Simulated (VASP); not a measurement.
# VO2 (P4_2/mnm) in VASP: notebook

The runs below take VO2 through single point, with RPBE, PBE exchange alone, PBEsol.

All numbers are computed with VASP 6.6.1; they aren't measurements. Logs are shortened: lines on timing, memory, paths and dates and some standing lists are left out, and cuts for length are marked.

## 1. The cell of the first run

Symmetry: P4_2/mnm, No. 136, tetragonal system. Conventional cell: a = 4.477 Å, b = 4.477 Å, c = 3.024 Å, α = 90.00°, β = 90.00°, γ = 90.00°. Within 2.5 Å of V (site symmetry mmm) lie 6 O at 1.90 to 1.97 Å. O (site symmetry m2m) has 3 V at 1.90 to 1.97 Å and 1 O at 2.54 Å within 2.6 Å.

## 2. Single point, RPBE, collinear spin, ferromagnetic start

The input, INCAR:

```
PREC = Accurate ; ENCUT = 600
EDIFF = 1E-6 ; ISMEAR = -1
SIGMA = 0.05 ; LREAL = F
LASPH = T ; NELM = 200
ALGO = Normal ; ISIF = 2
LWAVE = F ; LCHARG = F
ISPIN = 2 ; MAGMOM = 2 2 0 0 0 0
LORBIT = 11 ; LMAXMIX = 4
GGA = RP ; NBANDS = 38
GGA_COMPAT = F
```

The input, KPOINTS:

```
regular mesh
0
Gamma
  6 6 9
```

The input, POSCAR:

```
VO2
1.0
    4.4769514558      0.0000000000      0.0000000000
    0.0000000000      4.4769514558      0.0000000000
    0.0000000000      0.0000000000      3.0240168340
V O
2 4
Direct
    0.5000000000      0.5000000000      0.5000000000
    0.0000000000      0.0000000000      0.0000000000
    0.2003580000      0.7996420000      0.5000000000
    0.7996420000      0.2003580000      0.5000000000
    0.7003580000      0.7003580000      0.0000000000
    0.2996420000      0.2996420000      0.0000000000
```

Potentials or basis: VASP PAW PBE potentials, release 64 (V_sv, O).

Started as:

```bash
cat potpaw_PBE.64/V_sv/POTCAR potpaw_PBE.64/O/POTCAR > POTCAR
mpirun -np 1 vasp_std > vasp.out
```

OUTCAR:

```text
PREC = Accurate
   ENCUT = 600
   EDIFF = 1E-6
   ISMEAR = -1
   LREAL = F
   LASPH = T
   NELM = 200
   ISIF = 2
   ISPIN = 2
   LORBIT = 11
   GGA = RP

 ion  position               nearest neighbor table
   1  0.500  0.500  0.500-   3 1.90   4 1.90   5 1.97   6 1.97   5 1.97   6 1.97
   2  0.000  0.000  0.000-   5 1.90   6 1.90   3 1.97   4 1.97   3 1.97   4 1.97
   3  0.200  0.800  0.500-   1 1.90   2 1.97   2 1.97
   4  0.800  0.200  0.500-   1 1.90   2 1.97   2 1.97
   5  0.700  0.700  0.000-   2 1.90   1 1.97   1 1.97
   6  0.300  0.300  0.000-   2 1.90   1 1.97   1 1.97

  LATTYP: Found a simple tetragonal cell.
 ALAT       =     4.4769514558
 C/A-ratio  =     0.6754633960

  Lattice vectors:

 A1 = (   4.4769514558,   0.0000000000,   0.0000000000)
 A2 = (   0.0000000000,   4.4769514558,   0.0000000000)
 A3 = (   0.0000000000,   0.0000000000,   3.0240168340)

Analysis of symmetry for initial positions (statically):
=====================================================================
 Subroutine PRICEL returns:
 Original cell was already a primitive cell.

 Routine SETGRP: Setting up the symmetry group for a
 simple tetragonal supercell.

 Subroutine GETGRP returns: Found 16 space group operations
 (whereof  8 operations were pure point group operations)
 out of a pool of 16 trial point group operations.

The static configuration has the point symmetry D_2h.
 The point group associated with its full space group is D_4h.

Analysis of symmetry for dynamics (positions and initial velocities):
=====================================================================
 Subroutine PRICEL returns:
 Original cell was already a primitive cell.

 Routine SETGRP: Setting up the symmetry group for a
 simple tetragonal supercell.

 Subroutine GETGRP returns: Found 16 space group operations
 (whereof  8 operations were pure point group operations)
 out of a pool of 16 trial point group operations.

The dynamic configuration has the point symmetry D_2h.
 The point group associated with its full space group is D_4h.

Analysis of structural, dynamic, and magnetic symmetry:
=====================================================================
 Subroutine PRICEL returns:
 Original cell was already a primitive cell.

 Routine SETGRP: Setting up the symmetry group for a
 simple tetragonal supercell.

 Subroutine GETGRP returns: Found 16 space group operations
 (whereof  8 operations were pure point group operations)
 out of a pool of 16 trial point group operations.

The overall configuration has the point symmetry D_2h.
 The point group associated with its full space group is D_4h.

 Subroutine INISYM returns: Found 16 space group operations
 (whereof  8 operations are pure point group operations),
 and found     1 'primitive' translations

----------------------------------------------------------------------------------------

                                     Primitive cell

  volume of cell :      60.6107

  direct lattice vectors                    reciprocal lattice vectors
     4.476951456  0.000000000  0.000000000     0.223366282  0.000000000  0.000000000
     0.000000000  4.476951456  0.000000000     0.000000000  0.223366282  0.000000000
     0.000000000  0.000000000  3.024016834     0.000000000  0.000000000  0.330685990

  length of vectors
     4.476951456  4.476951456  3.024016834     0.223366282  0.223366282  0.330685990

  position of ions in fractional coordinates (direct lattice)
     0.500000000  0.500000000  0.500000000
     0.000000000  0.000000000  0.000000000
     0.200358000  0.799642000  0.500000000
     0.799642000  0.200358000  0.500000000
     0.700358000  0.700358000  0.000000000
     0.299642000  0.299642000  0.000000000

  ion indices of the primitive-cell ions
   primitive index   ion index
                 1           1
                 2           2
                 3           3
                 4           4
                 5           5
                 6           6

----------------------------------------------------------------------------------------

[... 31 lines left out ...]
  0.333333  0.166667  0.000000      8.000000
[... 16 lines left out ...]
  0.333333  0.000000  0.222222      8.000000
  0.500000  0.000000  0.222222      4.000000
 [... further k-points ...]
   k-points           NKPTS =     50   k-points in BZ     NKDIM =     50   number of bands    NBANDS=     38
   number of dos      NEDOS =    301   number of ions     NIONS =      6
   total plane-waves  NPLWV =  31104
   dimension x,y,z NGX =    36 NGY =   36 NGZ =   24
   dimension x,y,z NGXF=    72 NGYF=   72 NGZF=   48
   ions per type =               2   4
   NGX,Y,Z   is equivalent  to a cutoff of  13.37, 13.37, 13.19 a.u.
   NGXF,Y,Z  is equivalent  to a cutoff of  26.74, 26.74, 26.39 a.u.
 SYSTEM =  unknown system
   PREC   = accura    normal or accurate (medium, high low for compatibility)
   ISTART =      0    job   : 0-new  1-cont  2-samecut
   ICHARG =      2    charge: 1-file 2-atom 10-const
   ISPIN  =      2    spin polarized calculation?
   LNONCOLLINEAR =      F non collinear calculations
   LSORBIT =      F    spin-orbit coupling
   LASPH  =      T    aspherical Exc in radial PAW
   ENCUT  =  600.0 eV  44.10 Ry    6.64 a.u.   8.94  8.94  6.04*2*pi/ulx,y,z
   NELM   =    200;   NELMIN=  2; NELMDL= -5     # of ELM steps
   EDIFF  = 0.1E-05   stopping-criterion for ELM
   LREAL  =      F    real-space projection
   EDIFFG = 0.1E-04   stopping-criterion for IOM
   NSW    =      0    number of steps for IOM
   IBRION =     -1    ionic relax: 0-MD 1-quasi-New 2-CG
   NFREE  =      0    steps in history (QN), initial steepest desc. (CG)
   ISIF   =      2    stress and relaxation
   ISYM   =      2    0-nonsym 1-usesym 2-fastsym
   POTIM  = 0.5000    time-step for ionic-motion
   TEBEG  =    0.0;   TEEND  =   0.0 temperature during run
   PSTRESS=    0.0 pullay stress
   NELECT =      50.0000    total number of electrons
   NUPDOWN=      -1.0000    fix difference up-down
   EMIN   =  10.00;   EMAX   =-10.00  energy-range for DOS
   EFERMI =   0.00;   METHOD = LEGACY
   ISMEAR =    -1;   SIGMA  =   0.05  broadening in eV -4-tet -1-fermi 0-gaus
   EFERMI_NEDOS =   21; number of points for ismear=-14 and -15
   IALGO  =     38    algorithm
   IMIX   =      4    mixing-type and parameters
     AMIX     =   0.40;   BMIX     =  1.00
     AMIX_MAG =   1.60;   BMIX_MAG =  1.00
  volume/ion in A,a.u.               =      10.10        68.17
  Fermi-wavevector in a.u.,A,eV,Ry     =   1.535378  2.901443 32.074158  2.357384
  Thomas-Fermi vector in A             =   2.642174
   LORBIT       =     11    0 simple, 1 ext, 2 COOP (PROOUT), +10 PAW based schemes
   GGA     = RP    functional components
   LHFCALC =     F    Hartree Fock is set to
   AEXX    =    0.0000 exact exchange contribution
   IVDW    =     0    specifies the selected vdW correction
   LEPSILON=     F    determine dielectric tensor
   LRPA    =     F    only Hartree local field effects (RPA)
 spin polarized calculation
  energy-cutoff  :      600.00
  volume of cell :       60.61
 maximum number of plane-waves:      2052
 NGX is ok and might be reduce to    36
   NGX = 17   NGY = 17   NGZ = 13

 number of electron      50.0000000 magnetization       1.9999293

 Free energy of the ion-electron system (eV)
  ---------------------------------------------------
  ext. energy  EPLUGINS =         0.00000000
  ---------------------------------------------------
  free energy    TOTEN  =       -49.15741492 eV

  energy without entropy =      -49.11366132  energy(sigma->0) =      -49.13553812

 E-fermi :   6.0393     XC(G=0): -11.3864

 val. band max:        6.0348298177   @ k =   0.1667   0.0000   0.4444
 cond. band min:       6.0453881431   @ k =   0.1667   0.0000   0.1111
 fundamental gap:      0.0105583254
 Fermi energy:         6.0393153431

 spin component 1

 k-point     1 :       0.0000    0.0000    0.0000
  band No.  band energies     occupation
      1     -60.1078      1.00000
      2     -60.0985      1.00000
      3     -33.8712      1.00000
      4     -33.8712      1.00000
      5     -33.8066      1.00000
      6     -33.7842      1.00000
[... 949 lines left out ...]
     36      16.2803      0.00000
     37      19.3089      0.00000

 [... further k-points ...]

 spin component 2

 k-point     1 :       0.0000    0.0000    0.0000
  band No.  band energies     occupation
      1     -58.9486      1.00000
      2     -58.9386      1.00000
      3     -32.8029      1.00000
      4     -32.8029      1.00000
      5     -32.6292      1.00000
      6     -32.6047      1.00000
[... 949 lines left out ...]
     36      16.4303      0.00000
     37      19.6858      0.00000

 [... further k-points ...]

 [bands above 37 left out]

------------------------ aborting loop because EDIFF is reached ----------------------------------------

  FORCE on cell =-STRESS in cart. coord.  units (eV):
  Direction    XX          YY          ZZ          XY          YZ          ZX
  --------------------------------------------------------------------------------------
  -------------------------------------------------------------------------------------
  Total        2.6710221      2.6710221     -3.9199541     -0.0000000      0.0000000      0.0000000
  in kB       70.6055907     70.6055907   -103.6197628     -0.0000000      0.0000000      0.0000000
  external PRESSURE =      12.5304729 kB  Pullay stress =       0.0000000 kB

 VOLUME and BASIS-vectors are now :
 -----------------------------------------------------------------------------
  energy-cutoff  :      600.00
  volume of cell :       60.61
      direct lattice vectors                 reciprocal lattice vectors
     4.476951456  0.000000000  0.000000000     0.223366282  0.000000000  0.000000000
     0.000000000  4.476951456  0.000000000     0.000000000  0.223366282  0.000000000
     0.000000000  0.000000000  3.024016834     0.000000000  0.000000000  0.330685990

 POSITION                                       TOTAL-FORCE (eV/Angst)
 -----------------------------------------------------------------------------------
      2.23848      2.23848      1.51201         0.000000     -0.000000      0.000000
      0.00000      0.00000      0.00000         0.000000     -0.000000      0.000000
      0.89699      3.57996      1.51201        -0.150571      0.150571      0.000000
      3.57996      0.89699      1.51201         0.150571     -0.150571      0.000000
      3.13547      3.13547      0.00000        -0.150571     -0.150571      0.000000
      1.34148      1.34148      0.00000         0.150571      0.150571      0.000000
 -----------------------------------------------------------------------------------
    total drift:                                0.000000      0.000000      0.000000

  FREE ENERGIE OF THE ION-ELECTRON SYSTEM (eV)
  ---------------------------------------------------
  free  energy   TOTEN  =       -49.1574149215 eV

  energy  without entropy=      -49.1136613241  energy(sigma->0) =      -49.13553812

 total charge

# of ion       s       p       d       tot
------------------------------------------
    1        2.271   6.310   2.850  11.431
    2        2.271   6.310   2.850  11.431
    3        1.574   3.477   0.000   5.051
    4        1.574   3.477   0.000   5.051
    5        1.574   3.477   0.000   5.051
    6        1.574   3.477   0.000   5.051
--------------------------------------------------
tot         10.837  26.527   5.700  43.065

 magnetization (x)

# of ion       s       p       d       tot
------------------------------------------
    1        0.016   0.013   1.065   1.094
    2        0.016   0.013   1.065   1.094
    3       -0.002  -0.071   0.000  -0.073
    4       -0.002  -0.071   0.000  -0.073
    5       -0.002  -0.071   0.000  -0.073
    6       -0.002  -0.071   0.000  -0.073
--------------------------------------------------
tot          0.023  -0.258   2.130   1.896
```

Wall time 2.8 min (1 thread of Intel Xeon Platinum 8259CL at 2.50GHz (Skylake/Cascade Lake), shared host); peak memory 0.32 GiB.

What came out:

```yaml
Free_energy: -49.1574 eV
Pressure: 1.3 GPa
Largest_force: 0.213 eV/Å
Band_gap_on_the_k_mesh: zero (filled and empty bands overlap)
Net_moment: 2.00 μB per cell
Site_moments: V +1.09; O -0.07 μB
Valence_electrons_inside_the_program's_atomic_spheres: V 11.43; O 5.05
```

Forces in eV/Å, atoms in the order of the input:
```
V    0.000  0.000  0.000
V    0.000  0.000  0.000
O   -0.151  0.151  0.000
O    0.151 -0.151  0.000
O   -0.151 -0.151  0.000
O    0.151  0.151  0.000
```

Levels at points of the mesh, in eV from the Fermi level:
Spin up:
| k point | band 22 | band 23 | band 24 | band 25 | band 26 | band 27 | band 28 | band 29 | band 30 | band 31 |
| --- | --- | --- | --- | --- | --- | --- | --- | --- | --- | --- |
| (0.00, 0.00, 0.00) | -1.58 | -1.58 | -1.07 | -0.81 | -0.49 | -0.35 | -0.33 | -0.33 | 1.94 | 1.95 |
| (0.50, 0.00, 0.00) | -3.38 | -1.85 | -1.85 | -0.14 | -0.14 | 0.41 | 0.41 | 0.96 | 0.96 | 3.55 |
| (0.50, 0.50, 0.00) | -2.81 | -2.40 | -2.40 | -0.75 | -0.75 | -0.30 | -0.30 | 1.36 | 1.36 | 3.39 |
Spin down:
```
           k point  band 21  band 22  band 23  band 24  band 25  band 26  band 27  band 28
(0.00, 0.00, 0.00)    -2.11    -1.72    -1.72    -1.27     0.69     0.83     0.85     0.92
(0.50, 0.00, 0.00)    -3.27    -3.27    -2.01    -2.01     1.27     1.27     1.58     1.58
(0.50, 0.50, 0.00)    -2.89    -2.89    -2.47    -2.47     0.68     0.68     0.95     0.95
```

Caveat: the stress differs along the axes, from -10 to 7 GPa; the PAW data sets were made with another functional, which shifts forces and pressure a little; semilocal functionals often make such compounds metallic where correlation or magnetic order opens a gap, which also shifts bond lengths. With open d or f shells a metallic result of RPBE can be an artefact of self-interaction; +U or a hybrid may open a gap.

(Part 1 of 2 ends here.)
